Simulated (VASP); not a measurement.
Rh, 1 atom in the cell. Symmetry: Fm-3m, No. 225, cubic system. The conventional cell has a = 3.796 Å, b = 3.796 Å, c = 3.796 Å, α = 90.00°, β = 90.00°, γ = 90.00°. Within 3.5 Å of Rh (site symmetry m-3m) lie 12 Rh at 2.68 Å. 

- Program: VASP 6.6.1
- Task: single point
- Functional: LDA
- Potentials or basis: VASP PAW LDA potentials, release 64 (Rh_pv)
- Cutoff: 520 eV
- k mesh: 15 × 15 × 15
- Occupations: fermi-dirac, width 0.05 eV
- Spin: collinear spin, ferromagnetic start
- Starting moments: [1.2] μB
- Fixed moment: 1.2 μB
- Dipole correction: no
- Further INCAR settings: ALGO = Normal; EDIFF = 1e-06; NBANDS = 18

Potentials or basis: VASP PAW LDA potentials, release 64 (Rh_pv).

Launch:

```console
$ cat potpaw_LDA.64/Rh_pv/POTCAR > POTCAR
$ mpirun -np 1 vasp_std > vasp.out
```

Hardware: 1 thread of Intel(R) Xeon(R) Platinum 8559C (Emerald Rapids), with other jobs on the host.

Q: Estimate the wall time of this run.

A: It took 33 s on 1 thread of Intel(R) Xeon(R) Platinum 8559C (Emerald Rapids) (shared host), peak memory 0.15 GiB. Counts: scf iterations 11, k points 120.
